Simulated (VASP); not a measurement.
Al3C2, 10 atoms in the cell. Symmetry: P6_3/m, No. 176, hexagonal system. The conventional cell has a = 5.178 Å, b = 5.178 Å, c = 5.334 Å, α = 90.00°, β = 90.00°, γ = 120.00°. Within 2.6 Å of Al (site symmetry m) lie 3 C at 1.95 to 2.08 Å. C (site symmetry -6) has 3 Al at 1.95 Å within 2.6 Å. C (site symmetry -3) has 6 Al at 2.08 Å and 2 C at 2.67 Å within 2.8 Å. 

- Program: VASP 6.6.1
- Task: single point
- Functional: PBE
- Potentials or basis: VASP PAW PBE potentials, release 64 (Al, C)
- Cutoff: 520 eV
- k mesh: 6 × 6 × 4
- Occupations: gaussian, width 0.1 eV
- Spin: no spin polarisation
- Dipole correction: no
- Further INCAR settings: ALGO = Normal; EDIFF = 1e-07; NBANDS = 28

Potentials or basis: VASP PAW PBE potentials, release 64 (Al, C).

Launch:

```sh
$ cat potpaw_PBE.64/Al/POTCAR potpaw_PBE.64/C/POTCAR > POTCAR
$ mpirun -np 1 vasp_std > vasp.out
```

Hardware: 1 thread of Intel(R) Xeon(R) 6975P-C (Granite Rapids), on a shared host.

Task: How long does it take, and how much memory?

Result: Run time: 38 s on 1 thread of Intel(R) Xeon(R) 6975P-C (Granite Rapids), with other jobs on the host, peak memory 0.25 GiB. Counts: scf iterations 16, k points 24.
